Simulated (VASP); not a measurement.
Wanted: the native input for a VASP 6.6.1 run.

```yaml
Task: single point
Functional: PBE
Potentials_or_basis: VASP PAW PBE potentials, release 64 (Mg)
Cutoff: 520 eV
k_mesh: 12 × 12 × 7
Occupations: fermi-dirac, width 0.08 eV
Spin: no spin polarisation
Dipole_correction: no
Further_INCAR_settings: ALGO = Normal; EDIFF = 1e-06; NBANDS = 9
```

The structure of Mg lies in POSCAR:

```
Mg
1.0
    3.2515036326      0.0000000000      0.0000000000
   -1.6257518162      2.8158847463      0.0000000000
    0.0000000000      0.0000000000      5.2788948365
Mg
2
Direct
    0.3333333333      0.6666666667      0.2500000000
    0.6666666667      0.3333333333      0.7500000000
```

This cell differs from its parent crystal: volume scaled by 1.04.

The input as run:

INCAR

```
ALGO = Normal
EDIFF = 1E-6
ENCUT = 520
GGA = PE
ISIF = 2
ISMEAR = -1
LASPH = True
LCHARG = False
LREAL = False
LWAVE = False
NBANDS = 9
NELM = 80
PREC = Accurate
SIGMA = 0.08
```

KPOINTS

```
k-points
0
Gamma
  12 12 7
```

Potentials or basis: VASP PAW PBE potentials, release 64 (Mg).

Run with:

```bash
$ cat potpaw_PBE.64/Mg/POTCAR > POTCAR
$ mpirun -np 1 vasp_std > vasp.out
```

Results of the run:

```
Pressure               : -1.8 GPa
Band gap on the k mesh : zero (band 2 reaches 3.36 eV, above the bottom of band 3 at 1.13 eV)
```

Wall time 20 s on 1 thread of Intel(R) Xeon(R) Platinum 8488C (Sapphire Rapids) (shared host), peak memory 0.17 GiB.
